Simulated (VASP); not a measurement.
Set up this calculation in VASP 6.6.1, as the native input.

```
Task                   : electric field gradients
Functional             : PBE
Potentials or basis    : VASP PAW PBE potentials, release 64 (Ag, Cl)
Cutoff                 : 520 eV
k mesh                 : 8 × 8 × 8
Occupations            : fermi-dirac, width 0.02 eV
Spin                   : no spin polarisation
Dipole correction      : no
Further INCAR settings : ALGO = Normal; EDIFF = 1e-08; NBANDS = 16
```

The structure of AgCl lies in POSCAR:

```
AgCl
1.0
    0.0000000000      2.7823631906      2.7823631906
    2.7823631906      0.0000000000      2.7823631906
    2.7823631906      2.7823631906      0.0000000000
Ag Cl
1 1
Direct
    0.5000000000      0.5000000000      0.5000000000
    0.0000000000      0.0000000000      0.0000000000
```

These files were run (other wordings do the same):

INCAR

```
PREC = Accurate ; ENCUT = 520
EDIFF = 1E-8 ; ISMEAR = -1
SIGMA = 0.02 ; LREAL = False
LASPH = True ; NELM = 60
ALGO = Normal ; ISIF = 2
LWAVE = False ; LCHARG = False
GGA = PE ; LEFG = True
NBANDS = 16
```

KPOINTS

```
Automatic mesh
0
Gamma
  8 8 8
```

Potentials or basis: VASP PAW PBE potentials, release 64 (Ag, Cl).

The run is started by

```bash
$ cat potpaw_PBE.64/Ag/POTCAR potpaw_PBE.64/Cl/POTCAR > POTCAR
$ mpirun -np 1 vasp_std > vasp.out
```

Results of the run:

```json
{"Pressure": "1.0 GPa", "Band gap on the k mesh": "0.91 eV (least direct gap 3.15 eV)", "Largest electric field gradient by atom": "zero within the noise of the run"}
```

It took 36 s on 1 thread of Intel Xeon 8259CL, on a shared host, peak memory 0.18 GiB.
